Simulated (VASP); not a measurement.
# Re (P6_3/mmc) in VASP: notebook

The runs below take Re through single point, with LDA.

Everything below comes from runs of VASP 6.6.1. Logs are shortened: lines on timing, memory, paths and dates and some standing lists are left out, and cuts for length are marked.

## Step 1: The cell of the first run

Symmetry: P6_3/mmc, No. 194, hexagonal system. Conventional cell: a = 2.739 Å, b = 2.739 Å, c = 4.412 Å, α = 90.00°, β = 90.00°, γ = 120.00°. Re (site symmetry -6m2) has 12 Re at 2.71 to 2.74 Å within 3.6 Å.

## Step 2: Single point, LDA

INCAR

```
SYSTEM = Re
ALGO = Normal
EDIFF = 1E-6
ENCUT = 520
GGA = CA
ISIF = 2
ISMEAR = -1
LASPH = .TRUE.
LCHARG = .TRUE.
LELF = .TRUE.
LREAL = .FALSE.
LVHAR = .TRUE.
LWAVE = .FALSE.
NBANDS = 14
NELM = 100
PREC = Accurate
SIGMA = 0.1
```

KPOINTS

```
k-points
0
G
  22 22 12
  0 0 0
```

POSCAR

```
Re
1.0
    2.7391880005      0.0000000000      0.0000000000
   -1.3695940002      2.3722063941      0.0000000000
    0.0000000000      0.0000000000      4.4118668177
Re
2
Direct
    0.3333333333      0.6666666667      0.2500000000
    0.6666666667      0.3333333333      0.7500000000
```

Potentials or basis: VASP PAW LDA potentials, release 64 (Re).

On the command line:

```
$ cat potpaw_LDA.64/Re/POTCAR > POTCAR
$ mpirun -np 1 vasp_std > vasp.out
```

OUTCAR:

```text
SYSTEM = Re
   EDIFF = 1E-6
   ENCUT = 520
   GGA = CA
   ISIF = 2
   ISMEAR = -1
   LASPH = .TRUE.
   LREAL = .FALSE.
   NELM = 100
   PREC = Accurate

 ion  position               nearest neighbor table
   1  0.333  0.667  0.250-   2 2.71   2 2.71   2 2.71   2 2.71   2 2.71   2 2.71
   2  0.667  0.333  0.750-   1 2.71   1 2.71   1 2.71   1 2.71   1 2.71   1 2.71

  LATTYP: Found a hexagonal cell.
 ALAT       =     2.7391880005
 C/A-ratio  =     1.6106476872

  Lattice vectors:

 A1 = (   2.7391880005,   0.0000000000,   0.0000000000)
 A2 = (  -1.3695940002,   2.3722063941,   0.0000000000)
 A3 = (   0.0000000000,   0.0000000000,   4.4118668177)

Analysis of symmetry for initial positions (statically):
=====================================================================
 Subroutine PRICEL returns:
 Original cell was already a primitive cell.

 Routine SETGRP: Setting up the symmetry group for a
 hexagonal supercell.

 Subroutine GETGRP returns: Found 24 space group operations
 (whereof 12 operations were pure point group operations)
 out of a pool of 24 trial point group operations.

The static configuration has the point symmetry D_3d.
 The point group associated with its full space group is D_6h.

Analysis of symmetry for dynamics (positions and initial velocities):
=====================================================================
 Subroutine PRICEL returns:
 Original cell was already a primitive cell.

 Routine SETGRP: Setting up the symmetry group for a
 hexagonal supercell.

 Subroutine GETGRP returns: Found 24 space group operations
 (whereof 12 operations were pure point group operations)
 out of a pool of 24 trial point group operations.

The dynamic configuration has the point symmetry D_3d.
 The point group associated with its full space group is D_6h.

 Subroutine INISYM returns: Found 24 space group operations
 (whereof 12 operations are pure point group operations),
 and found     1 'primitive' translations

----------------------------------------------------------------------------------------

                                     Primitive cell

  volume of cell :      28.6680

  direct lattice vectors                    reciprocal lattice vectors
     2.739188000  0.000000000  0.000000000     0.365071693  0.210774240  0.000000000
    -1.369594000  2.372206394  0.000000000     0.000000000  0.421548480  0.000000000
     0.000000000  0.000000000  4.411866818     0.000000000  0.000000000  0.226661421
[... 92 lines left out ...]
   POTIM  = 0.5000    time-step for ionic-motion
   TEBEG  =    0.0;   TEEND  =   0.0 temperature during run
   PSTRESS=    0.0 pullay stress
   NELECT =      14.0000    total number of electrons
   NUPDOWN=      -1.0000    fix difference up-down
   EMIN   =  10.00;   EMAX   =-10.00  energy-range for DOS
   EFERMI =   0.00;   METHOD = LEGACY
   ISMEAR =    -1;   SIGMA  =   0.10  broadening in eV -4-tet -1-fermi 0-gaus
   EFERMI_NEDOS =   21; number of points for ismear=-14 and -15
   IALGO  =     38    algorithm
   IMIX   =      4    mixing-type and parameters
     AMIX     =   0.40;   BMIX     =  1.00
     AMIX_MAG =   1.60;   BMIX_MAG =  1.00
  volume/ion in A,a.u.               =      14.33        96.73
  Fermi-wavevector in a.u.,A,eV,Ry     =   1.289195  2.436225 22.613205  1.662024
  Thomas-Fermi vector in A             =   2.421103
   LORBIT       =      0    0 simple, 1 ext, 2 COOP (PROOUT), +10 PAW based schemes
   GGA     = CA    functional components
   LHFCALC =     F    Hartree Fock is set to
   AEXX    =    0.0000 exact exchange contribution
   IVDW    =     0    specifies the selected vdW correction
   LEPSILON=     F    determine dielectric tensor
   LRPA    =     F    only Hartree local field effects (RPA)
 non-spin polarized calculation
  energy-cutoff  :      520.00
  volume of cell :       28.67
 maximum number of plane-waves:       788
   NGX = 11   NGY = 11   NGZ = 17

 number of electron      14.0000001 magnetization

 Free energy of the ion-electron system (eV)
  ---------------------------------------------------
  ext. energy  EPLUGINS =         0.00000000
  ---------------------------------------------------
  free energy    TOTEN  =       -27.55492586 eV

  energy without entropy =      -27.50220351  energy(sigma->0) =      -27.52856468

 E-fermi :   8.1832     XC(G=0): -13.9829

 val. band max:        8.1785089927   @ k =   0.2727   0.1364   0.5000
 cond. band min:       8.1841158147   @ k =   0.0455  -0.0000   0.0000
 fundamental gap:      0.0056068220
 Fermi energy:         8.1832129332

 k-point     1 :       0.0000    0.0000    0.0000
  band No.  band energies     occupation
      1      -1.7916      2.00000
      2       1.3813      2.00000
      3       6.5016      2.00000
      4       6.5016      2.00000
      5       6.5435      2.00000
      6       7.3818      1.99934
      7       7.3818      1.99934
      8       8.3204      0.40479
      9       8.3204      0.40479
     10       9.0151      0.00049
     11      11.6503      0.00000
     12      11.6503      0.00000
     13      18.5945      0.00000
     14      22.4127      0.00000
[... 377 lines left out ...]
      1      -0.2614      2.00000
      2       2.6740      2.00000
      3       4.9249      2.00000
      4       5.6783      2.00000
      5       6.5453      2.00000
      6       6.9909      1.99999
      7       7.8296      1.94342
      8       8.0737      1.49862
      9       8.1384      1.22030
     10       8.9530      0.00091
     11      12.1357      0.00000
     12      15.8629      0.00000
     13      18.3147      0.00000
     14      24.9932      0.00000

 [... further k-points ...]

------------------------ aborting loop because EDIFF is reached ----------------------------------------

  FORCE on cell =-STRESS in cart. coord.  units (eV):
  Direction    XX          YY          ZZ          XY          YZ          ZX
  --------------------------------------------------------------------------------------
  -------------------------------------------------------------------------------------
  Total        0.2888504      0.2888504      0.2947341      0.0000000     -0.0000000     -0.0000000
  in kB       16.1430962     16.1430962     16.4719228      0.0000000     -0.0000000     -0.0000000
  external PRESSURE =      16.2527051 kB  Pullay stress =       0.0000000 kB

 VOLUME and BASIS-vectors are now :
 -----------------------------------------------------------------------------
  energy-cutoff  :      520.00
  volume of cell :       28.67
      direct lattice vectors                 reciprocal lattice vectors
     2.739188000  0.000000000  0.000000000     0.365071693  0.210774240  0.000000000
    -1.369594000  2.372206394  0.000000000     0.000000000  0.421548480  0.000000000
     0.000000000  0.000000000  4.411866818     0.000000000  0.000000000  0.226661421

 POSITION                                       TOTAL-FORCE (eV/Angst)
 -----------------------------------------------------------------------------------
     -0.00000      1.58147      1.10297        -0.000000      0.000000     -0.000000
      1.36959      0.79074      3.30890         0.000000     -0.000000      0.000000
 -----------------------------------------------------------------------------------
    total drift:                                0.000000     -0.000000     -0.000000

  FREE ENERGIE OF THE ION-ELECTRON SYSTEM (eV)
  ---------------------------------------------------
  free  energy   TOTEN  =       -27.5549258577 eV

  energy  without entropy=      -27.5022035068  energy(sigma->0) =      -27.52856468
```

OSZICAR:

```text
N       E                     dE             d eps       ncg     rms          rms(c)
DAV:   1     0.828437115642E+02    0.82844E+02   -0.60698E+03 12228   0.103E+03
DAV:   2    -0.228471044445E+02   -0.10569E+03   -0.89283E+02 15664   0.350E+02
DAV:   3    -0.289059915089E+02   -0.60589E+01   -0.54418E+01 17320   0.107E+02
DAV:   4    -0.289893009805E+02   -0.83309E-01   -0.82558E-01 14626   0.809E+00
DAV:   5    -0.289897426857E+02   -0.44171E-03   -0.44163E-03 17226   0.108E+00    0.448E+01
DAV:   6    -0.279137206694E+02    0.10760E+01   -0.82198E-01 17544   0.145E+01    0.194E+01
DAV:   7    -0.275656461327E+02    0.34807E+00   -0.55568E-01 17602   0.116E+01    0.419E-01
DAV:   8    -0.275560805999E+02    0.95655E-02   -0.51117E-03 15640   0.618E-01    0.151E-01
DAV:   9    -0.275549183311E+02    0.11623E-02   -0.43772E-04 15030   0.193E-01    0.461E-02
DAV:  10    -0.275549268438E+02   -0.85127E-05   -0.47902E-05 16360   0.550E-02    0.223E-02
DAV:  11    -0.275549258577E+02    0.98603E-06   -0.54830E-07 10440   0.106E-02
   1 F= -.27554926E+02 E0= -.27528565E+02  d E =-.527224E-01
```

stdout:

```text
POSCAR found type information on POSCAR Re
 POSCAR found :  1 types and       2 ions
 scaLAPACK will be used
 LDA part: xc-table for (Slater(with rela. corr.)+CA(PZ))
 , standard interpolation
 POSCAR, INCAR and KPOINTS ok, starting setup
 FFT: planning ... GRIDC
 FFT: planning ... GRID_SOFT
 FFT: planning ... GRID
 WAVECAR not read
 entering main loop
```

Wall time 65 s (1 thread of Intel Xeon 6975P-C (Granite Rapids), shared host); peak memory 0.23 GiB.

What came out:

```
Free energy            : -27.5549 eV
Pressure               : 1.6 GPa
Band gap on the k mesh : zero (bands 7 and 8 overlap by 3.63 eV)
```

Caveat: spin-orbit coupling is left out, which moves the levels of the heavy elements.

## Step 3: Single point, LDA (14.91 Å³/atom)

This run uses another cell than the first one, of 14.91 Å³/atom.

INCAR

```
PREC     = Accurate       # precision mode
ENCUT    = 520            # plane-wave cutoff, eV
EDIFF    = 1E-6           # SCF threshold, eV
ISMEAR   = -1             # smearing method
SIGMA    = 0.1            # smearing width, eV
LREAL    = False          # projectors in reciprocal space
LASPH    = True           # aspherical terms in the spheres
NELM     = 80             # most SCF steps
ALGO     = Normal         # electronic algorithm
ISIF     = 2              # what is computed and relaxed
LWAVE    = False          # write WAVECAR
LCHARG   = False          # write CHGCAR
GGA      = CA             # functional
NBANDS   = 14             # bands
```

KPOINTS

```
Automatic mesh
0
Gamma
  22 22 12
```

POSCAR

```
Re
1.0
    2.7752340815      0.0000000000      0.0000000000
   -1.3876170407      2.4034232160      0.0000000000
    0.0000000000      0.0000000000      4.4699243547
Re
2
Direct
    0.3333333333      0.6666666667      0.2500000000
    0.6666666667      0.3333333333      0.7500000000
```

Potentials or basis: VASP PAW LDA potentials, release 64 (Re).

On the command line:

```
$ cat potpaw_LDA.64/Re/POTCAR > POTCAR
$ mpirun -np 1 vasp_std > vasp.out
```

Run time: 52 s. Hardware: 1 thread of Intel Xeon 6975P-C (Granite Rapids), shared host; peak memory 0.25 GiB.

Results (log left out):

* Free energy: -27.5117 eV
* Pressure: -13.4 GPa
* Band gap on the k mesh: zero (bands 7 and 8 overlap by 3.39 eV)

Stress tensor (GPa, compression positive):
```
-13.37   0.00   0.00
  0.00 -13.37   0.00
  0.00   0.00 -13.53
```

Levels at points of the mesh, in eV from the Fermi level:
| k point | band 5 | band 6 | band 7 | band 8 | band 9 | band 10 |
| --- | --- | --- | --- | --- | --- | --- |
| (0.00, 0.00, 0.00) | -1.54 | -0.75 | -0.75 | 0.14 | 0.14 | 0.74 |
| (0.50, 0.00, 0.00) | -1.66 | -1.32 | -0.58 | 3.85 | 4.29 | 4.38 |
| (0.00, 0.00, 0.50) | -1.71 | -1.71 | -1.71 | -1.71 | 2.48 | 2.48 |
| (0.50, 0.00, 0.50) | 0.36 | 0.36 | 0.98 | 0.98 | 4.16 | 4.16 |

Caveat: the cell stands under tension; spin-orbit coupling is left out, which moves the levels of the heavy elements.

## Step 4: Single point, LDA (15.48 Å³/atom)

This run uses another cell than the first one, of 15.48 Å³/atom.

INCAR

```
SYSTEM = Re
PREC     = Accurate       ! precision mode
ENCUT    = 520            ! plane-wave cutoff, eV
EDIFF    = 1E-7           ! SCF threshold, eV
ISMEAR   = -1             ! smearing method
SIGMA    = 0.1            ! smearing width, eV
LREAL    = .False.        ! projectors in reciprocal space
LASPH    = .True.         ! aspherical terms in the spheres
NELM     = 60             ! most SCF steps
ALGO     = Normal         ! electronic algorithm
ISIF     = 2              ! what is computed and relaxed
LWAVE    = .False.        ! write WAVECAR
LCHARG   = .False.        ! write CHGCAR
GGA      = CA             ! functional
NBANDS   = 14             ! bands
```

KPOINTS

```
regular mesh
0
Gamma
  22 22 12
  0 0 0
```

POSCAR

```
Re
1.0
    2.8103673565      0.0000000000      0.0000000000
   -1.4051836783      2.4338495247      0.0000000000
    0.0000000000      0.0000000000      4.5265116829
Re
2
Direct
    0.3333333333      0.6666666667      0.2500000000
    0.6666666667      0.3333333333      0.7500000000
```

Potentials or basis: VASP PAW LDA potentials, release 64 (Re).

On the command line:

```
$ cat potpaw_LDA.64/Re/POTCAR > POTCAR
$ mpirun -np 1 vasp_std > vasp.out
```

OUTCAR:

```text
SYSTEM = Re
   PREC = Accurate
   ENCUT = 520
   EDIFF = 1E-7
   ISMEAR = -1
   LREAL = .False.
   LASPH = .True.
   NELM = 60
   ISIF = 2
   GGA = CA

 ion  position               nearest neighbor table
   1  0.333  0.667  0.250-   2 2.78   2 2.78   2 2.78   2 2.78   2 2.78   2 2.78
   2  0.667  0.333  0.750-   1 2.78   1 2.78   1 2.78   1 2.78   1 2.78   1 2.78

  LATTYP: Found a hexagonal cell.
 ALAT       =     2.8103673565
 C/A-ratio  =     1.6106476872

  Lattice vectors:

[... 596 lines left out ...]

------------------------ aborting loop because EDIFF is reached ----------------------------------------

  FORCE on cell =-STRESS in cart. coord.  units (eV):
  Direction    XX          YY          ZZ          XY          YZ          ZX
  --------------------------------------------------------------------------------------
  -------------------------------------------------------------------------------------
  Total       -4.9026797     -4.9026797     -4.9725748      0.0000000      0.0000000      0.0000000
  in kB     -253.7018548   -253.7018548   -257.3187582      0.0000000      0.0000000      0.0000000
  external PRESSURE =    -254.9074892 kB  Pullay stress =       0.0000000 kB

 VOLUME and BASIS-vectors are now :
 -----------------------------------------------------------------------------
  energy-cutoff  :      520.00
  volume of cell :       30.96
      direct lattice vectors                 reciprocal lattice vectors
     2.810367357  0.000000000  0.000000000     0.355825368  0.205435872  0.000000000
    -1.405183678  2.433849525  0.000000000     0.000000000  0.410871744  0.000000000
     0.000000000  0.000000000  4.526511683     0.000000000  0.000000000  0.220920671

 POSITION                                       TOTAL-FORCE (eV/Angst)
 -----------------------------------------------------------------------------------
     -0.00000      1.62257      1.13163        -0.000000      0.000000      0.000000
      1.40518      0.81128      3.39488         0.000000     -0.000000      0.000000
 -----------------------------------------------------------------------------------
    total drift:                               -0.000000      0.000000     -0.000000

  FREE ENERGIE OF THE ION-ELECTRON SYSTEM (eV)
  ---------------------------------------------------
  free  energy   TOTEN  =       -27.3718122762 eV

  energy  without entropy=      -27.3133907219  energy(sigma->0) =      -27.34260150
```

OSZICAR:

```text
N       E                     dE             d eps       ncg     rms          rms(c)
DAV:   1     0.807793624103E+02    0.80779E+02   -0.60239E+03 12054   0.101E+03
DAV:   2    -0.228909799861E+02   -0.10367E+03   -0.87315E+02 15998   0.347E+02
DAV:   3    -0.288675160222E+02   -0.59765E+01   -0.53218E+01 17368   0.104E+02
DAV:   4    -0.289608705903E+02   -0.93355E-01   -0.91668E-01 14836   0.863E+00
DAV:   5    -0.289614102137E+02   -0.53962E-03   -0.53945E-03 16986   0.117E+00    0.389E+01
DAV:   6    -0.277255030363E+02    0.12359E+01   -0.11391E+00 17548   0.169E+01    0.150E+01
DAV:   7    -0.273840562702E+02    0.34145E+00   -0.60713E-01 17596   0.121E+01    0.434E-01
DAV:   8    -0.273728692895E+02    0.11187E-01   -0.62180E-03 16296   0.792E-01    0.225E-01
DAV:   9    -0.273718096596E+02    0.10596E-02   -0.39256E-04 16230   0.166E-01    0.372E-02
DAV:  10    -0.273718121642E+02   -0.25046E-05   -0.28960E-05 15198   0.449E-02    0.150E-02
DAV:  11    -0.273718123421E+02   -0.17786E-06   -0.86609E-07 15596   0.889E-03    0.152E-03
DAV:  12    -0.273718122762E+02    0.65859E-07   -0.29251E-08  9254   0.292E-03
   1 F= -.27371812E+02 E0= -.27342601E+02  d E =-.584216E-01
```

It took 52 s on 1 thread of Intel Xeon 6975P-C (Granite Rapids), shared host; peak memory 0.25 GiB.

What came out:

```yaml
Free_energy: -27.3718 eV
Pressure: -25.5 GPa
Band_gap_on_the_k_mesh: zero (bands 7 and 8 overlap by 3.19 eV)
```

Caveat: the cell stands under tension; spin-orbit coupling is left out, which moves the levels of the heavy elements.

## Step 5: Overview

```csv
cell,gap on the mesh (eV),pressure (GPa)
"a = 2.739, b = 2.739, c = 4.412 Å, angles 90.0, 90.0, 120.0°, 2 atoms",none,1.6
"a = 2.775, b = 2.775, c = 4.470 Å, angles 90.0, 90.0, 120.0°, 2 atoms",none,-13.4
"a = 2.810, b = 2.810, c = 4.527 Å, angles 90.0, 90.0, 120.0°, 2 atoms",none,-25.5
```

Alike in all rows: task single point; level LDA; potentials or basis VASP PAW LDA potentials, release 64 (Re); no spin polarisation; k mesh 22 × 22 × 12; cutoff (eV) 520; smearing fermi-dirac 0.1 eV.

Caveats: spin-orbit coupling is left out, which moves the levels of the heavy elements; the cell stands under tension (at least some runs).

Total energies depend on the potentials used, so only differences within one code and one set of settings carry meaning.
